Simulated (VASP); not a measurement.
# HfN (I4/mmm) in VASP: a series of runs

HfN is run at these levels: PBE; tasks: single point.

All numbers are computed with VASP 6.6.1; they aren't measurements. Logs are shortened: lines on timing, memory, paths and dates and some standing lists are left out, and cuts for length are marked.

### Step 1. The cell of the first run

Symmetry: I4/mmm, No. 139, tetragonal system. The conventional cell has a = 2.791 Å, b = 2.791 Å, c = 5.920 Å, α = 90.00°, β = 90.00°, γ = 90.00°. Within 2.6 Å of Hf (site symmetry 4/mmm) lie 4 N at 1.97 Å. N (site symmetry 4/mmm) has 4 Hf at 1.97 Å within 2.6 Å.

### Step 2. Single point, PBE

INCAR

```
PREC = Accurate ; ENCUT = 520
EDIFF = 1E-6 ; ISMEAR = 0
SIGMA = 0.15 ; LREAL = F
LASPH = T ; NELM = 100
ALGO = Normal ; ISIF = 2
LWAVE = F ; LCHARG = T
GGA = PE ; LELF = T
LVHAR = T ; NBANDS = 14
```

KPOINTS

```
Automatic mesh
0
Gamma
  20 20 20
```

POSCAR

```
HfN
1.0
    0.0000000000      1.9734182698      2.9601274048
    1.9734182698      0.0000000000      2.9601274048
    1.9734182698      1.9734182698      0.0000000000
Hf N
1 1
Direct
    0.0000000000      0.0000000000      0.0000000000
    0.5000000000      0.5000000000      0.5000000000
```

Potentials or basis: VASP PAW PBE potentials, release 64 (Hf_pv, N).

Launch:

```bash
$ cat potpaw_PBE.64/Hf_pv/POTCAR potpaw_PBE.64/N/POTCAR > POTCAR
$ mpirun -np 1 vasp_std > vasp.out
```

OUTCAR:

```text
PREC = Accurate
   ENCUT = 520
   EDIFF = 1E-6
   ISMEAR = 0
   LREAL = F
   LASPH = T
   NELM = 100
   ISIF = 2
   GGA = PE

 ion  position               nearest neighbor table
   1  0.000  0.000  0.000-   2 1.97   2 1.97   2 1.97   2 1.97
   2  0.500  0.500  0.500-   1 1.97   1 1.97   1 1.97   1 1.97

  LATTYP: Found a body centered tetragonal cell.
 ALAT       =     2.7908348814
 C/A-ratio  =     2.1213203436

  Lattice vectors:

 A1 = (  -1.9734182698,   0.0000000000,   2.9601274048)
 A2 = (   1.9734182698,   0.0000000000,   2.9601274048)
 A3 = (   0.0000000000,   1.9734182698,  -2.9601274048)

Analysis of symmetry for initial positions (statically):
=====================================================================
 Subroutine PRICEL returns:
 Original cell was already a primitive cell.

 Routine SETGRP: Setting up the symmetry group for a
 body centered tetragonal supercell.

 Subroutine GETGRP returns: Found 16 space group operations
 (whereof 16 operations were pure point group operations)
 out of a pool of 16 trial point group operations.

The static configuration has the point symmetry D_4h.

Analysis of symmetry for dynamics (positions and initial velocities):
=====================================================================
 Subroutine PRICEL returns:
 Original cell was already a primitive cell.

 Routine SETGRP: Setting up the symmetry group for a
 body centered tetragonal supercell.

 Subroutine GETGRP returns: Found 16 space group operations
 (whereof 16 operations were pure point group operations)
 out of a pool of 16 trial point group operations.

The dynamic configuration has the point symmetry D_4h.

 Subroutine INISYM returns: Found 16 space group operations
 (whereof 16 operations are pure point group operations),
 and found     1 'primitive' translations

----------------------------------------------------------------------------------------

                                     Primitive cell

  volume of cell :      23.0557

  direct lattice vectors                    reciprocal lattice vectors
     0.000000000  1.973418270  2.960127405    -0.253367473  0.253367473  0.168911649
     1.973418270  0.000000000  2.960127405     0.253367473 -0.253367473  0.168911649
     1.973418270  1.973418270  0.000000000     0.253367473  0.253367473 -0.168911649

  length of vectors
     3.557630380  3.557630380  2.790834881     0.396132929  0.396132929  0.396132929

  position of ions in fractional coordinates (direct lattice)
     0.000000000  0.000000000  0.000000000
     0.500000000  0.500000000  0.500000000

  ion indices of the primitive-cell ions
   primitive index   ion index
                 1           1
                 2           2

----------------------------------------------------------------------------------------

 KPOINTS: Automatic mesh

Automatic generation of k-mesh.
 Grid dimensions read from file:
 generate k-points for:   20   20   20

 Generating k-lattice:

  Cartesian coordinates                     Fractional coordinates (reciprocal lattice)
    -0.012668374  0.012668374  0.008445582     0.050000000  0.000000000  0.000000000
     0.012668374 -0.012668374  0.008445582     0.000000000  0.050000000  0.000000000
     0.012668374  0.012668374 -0.008445582    -0.000000000 -0.000000000  0.050000000

  Length of vectors
     0.019806646  0.019806646  0.019806646

  Shift w.r.t. Gamma in fractional coordinates (k-lattice)
     0.000000000  0.000000000  0.000000000

 Subroutine IBZKPT returns following result:
 ===========================================

 Found    641 irreducible k-points:

 Following reciprocal coordinates:
            Coordinates               Weight
  0.000000  0.000000  0.000000      1.000000
  0.050000  0.000000  0.000000      8.000000
  0.100000  0.000000  0.000000      8.000000
  0.150000 -0.000000  0.000000      8.000000
  0.200000  0.000000  0.000000      8.000000
  0.250000  0.000000  0.000000      8.000000
[... 16 lines left out ...]
 -0.400000  0.050000  0.000000      8.000000
 -0.350000  0.050000  0.000000      8.000000
 [... further k-points ...]
   k-points           NKPTS =    641   k-points in BZ     NKDIM =    641   number of bands    NBANDS=     14
   number of dos      NEDOS =    301   number of ions     NIONS =      2
   total plane-waves  NPLWV =  18816
   dimension x,y,z NGX =    28 NGY =   28 NGZ =   24
   dimension x,y,z NGXF=    56 NGYF=   56 NGZF=   48
   ions per type =               1   1
   NGX,Y,Z   is equivalent  to a cutoff of  13.08, 13.08, 14.30 a.u.
   NGXF,Y,Z  is equivalent  to a cutoff of  26.17, 26.17, 28.59 a.u.
 SYSTEM =  unknown system
   PREC   = accura    normal or accurate (medium, high low for compatibility)
   ISTART =      0    job   : 0-new  1-cont  2-samecut
   ICHARG =      2    charge: 1-file 2-atom 10-const
   ISPIN  =      1    spin polarized calculation?
   LNONCOLLINEAR =      F non collinear calculations
   LSORBIT =      F    spin-orbit coupling
   LASPH  =      T    aspherical Exc in radial PAW
   ENCUT  =  520.0 eV  38.22 Ry    6.18 a.u.   6.61  6.61  5.19*2*pi/ulx,y,z
   NELM   =    100;   NELMIN=  2; NELMDL= -5     # of ELM steps
   EDIFF  = 0.1E-05   stopping-criterion for ELM
   LREAL  =      F    real-space projection
   EDIFFG = 0.1E-04   stopping-criterion for IOM
   NSW    =      0    number of steps for IOM
   IBRION =     -1    ionic relax: 0-MD 1-quasi-New 2-CG
   NFREE  =      0    steps in history (QN), initial steepest desc. (CG)
   ISIF   =      2    stress and relaxation
   ISYM   =      2    0-nonsym 1-usesym 2-fastsym
   POTIM  = 0.5000    time-step for ionic-motion
   TEBEG  =    0.0;   TEEND  =   0.0 temperature during run
   PSTRESS=    0.0 pullay stress
   NELECT =      15.0000    total number of electrons
   NUPDOWN=      -1.0000    fix difference up-down
   EMIN   =  10.00;   EMAX   =-10.00  energy-range for DOS
   EFERMI =   0.00;   METHOD = LEGACY
   ISMEAR =     0;   SIGMA  =   0.15  broadening in eV -4-tet -1-fermi 0-gaus
   EFERMI_NEDOS =   21; number of points for ismear=-14 and -15
   IALGO  =     38    algorithm
   IMIX   =      4    mixing-type and parameters
     AMIX     =   0.40;   BMIX     =  1.00
     AMIX_MAG =   1.60;   BMIX_MAG =  1.00
  volume/ion in A,a.u.               =      11.53        77.79
  Fermi-wavevector in a.u.,A,eV,Ry     =   1.418553  2.680677 27.378918  2.012294
  Thomas-Fermi vector in A             =   2.539667
   LORBIT       =      0    0 simple, 1 ext, 2 COOP (PROOUT), +10 PAW based schemes
   GGA     = PE    functional components
   LHFCALC =     F    Hartree Fock is set to
   AEXX    =    0.0000 exact exchange contribution
   IVDW    =     0    specifies the selected vdW correction
   LEPSILON=     F    determine dielectric tensor
   LRPA    =     F    only Hartree local field effects (RPA)
 non-spin polarized calculation
 Gauss-broadening in eV      SIGMA  =   0.15
  energy-cutoff  :      520.00
  volume of cell :       23.06
 maximum number of plane-waves:       640
   NGX = 13   NGY = 13   NGZ = 11

 number of electron      15.0000000 magnetization

 Free energy of the ion-electron system (eV)
  ---------------------------------------------------
  ext. energy  EPLUGINS =         0.00000000
  ---------------------------------------------------
  free energy    TOTEN  =       -18.97726997 eV

  energy without entropy =      -18.97096191  energy(sigma->0) =      -18.97411594

 E-fermi :   7.8385     XC(G=0): -12.4621

 val. band max:        7.8226970638   @ k =   0.5000   0.3000   0.0000
 cond. band min:       7.8468803979   @ k =  -0.3000   0.1500   0.4000
 fundamental gap:      0.0241833340
 Fermi energy:         7.8385467307

 k-point     1 :       0.0000    0.0000    0.0000
  band No.  band energies     occupation
      1     -22.7962      2.00000
      2     -22.2455      2.00000
      3     -22.2455      2.00000
      4      -9.7496      2.00000
      5       4.1856      2.00000
      6       4.2860      2.00000
      7       5.3279      2.00000
      8       5.9220      2.00000
      9       5.9220      2.00000
     10      10.5650      0.00000
     11      10.5650      0.00000
     12      13.0813      0.00000
     13      16.5705      0.00000
     14      19.6534      0.00000

 k-point     2 :       0.0500    0.0000    0.0000
  band No.  band energies     occupation
      1     -22.7965      2.00000
      2     -22.3019      2.00000
      3     -22.2392      2.00000
      4      -9.6597      2.00000
      5       3.8435      2.00000
      6       4.6176      2.00000
      7       5.0154      2.00000
      8       5.6978      2.00000
      9       6.2083      2.00000
     10      10.5674      0.00000
     11      10.6093      0.00000
     12      13.3931      0.00000
     13      16.7113      0.00000
     14      19.8699      0.00000

 k-point     3 :       0.1000    0.0000    0.0000
  band No.  band energies     occupation
      1     -22.7976      2.00000
      2     -22.4614      2.00000
      3     -22.2210      2.00000
      4      -9.3992      2.00000
      5       3.4206      2.00000
      6       4.4390      2.00000
      7       5.0191      2.00000
      8       5.1270      2.00000
      9       6.7293      2.00000
     10      10.5928      0.00000
     11      10.7395      0.00000
     12      14.2246      0.00000
     13      17.0976      0.00000
     14      20.4525      0.00000
[... 324 lines left out ...]
 k-point    23 :      -0.4000    0.0500    0.0000
  band No.  band energies     occupation
      1     -24.1302      2.00000
      2     -22.7790      2.00000
      3     -21.9848      2.00000
      4      -5.6898      2.00000
      5      -0.7386      2.00000
      6       1.0155      2.00000
      7       1.1690      2.00000
      8       9.1117      0.00000
      9      11.8986      0.00000
     10      12.7065      0.00000
     11      13.9427      0.00000
     12      14.6959      0.00000
     13      21.2611      0.00000
     14      21.3190      0.00000

 k-point    24 :      -0.3500    0.0500    0.0000
  band No.  band energies     occupation
      1     -24.0112      2.00000
      2     -22.7723      2.00000
      3     -22.0033      2.00000
      4      -6.1216      2.00000
      5      -0.2291      2.00000
      6       1.2388      2.00000
      7       1.3991      2.00000
      8       8.1747      0.00153
      9      11.6714      0.00000
     10      12.4324      0.00000
     11      13.0781      0.00000
     12      15.7434      0.00000
     13      21.1914      0.00000
     14      21.3162      0.00000

 [... further k-points ...]

------------------------ aborting loop because EDIFF is reached ----------------------------------------

  FORCE on cell =-STRESS in cart. coord.  units (eV):
  Direction    XX          YY          ZZ          XY          YZ          ZX
  --------------------------------------------------------------------------------------
  -------------------------------------------------------------------------------------
  Total       20.1636009     20.1636009     -1.0914667      0.0000000     -0.0000000      0.0000000
  in kB     1401.1995418   1401.1995418    -75.8476953      0.0000000     -0.0000000      0.0000000
  external PRESSURE =     908.8504628 kB  Pullay stress =       0.0000000 kB

 VOLUME and BASIS-vectors are now :
 -----------------------------------------------------------------------------
  energy-cutoff  :      520.00
  volume of cell :       23.06
      direct lattice vectors                 reciprocal lattice vectors
     0.000000000  1.973418270  2.960127405    -0.253367473  0.253367473  0.168911649
     1.973418270  0.000000000  2.960127405     0.253367473 -0.253367473  0.168911649
     1.973418270  1.973418270  0.000000000     0.253367473  0.253367473 -0.168911649

 POSITION                                       TOTAL-FORCE (eV/Angst)
 -----------------------------------------------------------------------------------
      0.00000      0.00000      0.00000        -0.000000      0.000000     -0.000000
      1.97342      1.97342      2.96013         0.000000     -0.000000      0.000000
 -----------------------------------------------------------------------------------
    total drift:                                0.000000      0.000000      0.000000

  FREE ENERGIE OF THE ION-ELECTRON SYSTEM (eV)
  ---------------------------------------------------
  free  energy   TOTEN  =       -18.9772699656 eV

  energy  without entropy=      -18.9709619065  energy(sigma->0) =      -18.97411594
```

Run time: 3.7 min. Hardware: 1 thread of Intel Xeon Platinum 8259CL at 2.50GHz (Skylake/Cascade Lake), shared host; peak memory 0.33 GiB.

What came out:

```yaml
Free_energy: -18.9773 eV
Pressure: 90.9 GPa
Band_gap_on_the_k_mesh: zero (an odd number of electrons rules out a gap without spin polarisation)
```

Caveat: the cell stands under pressure; spin-orbit coupling is left out, which moves the levels of the heavy elements.

(Continued in part 2 of 2.)
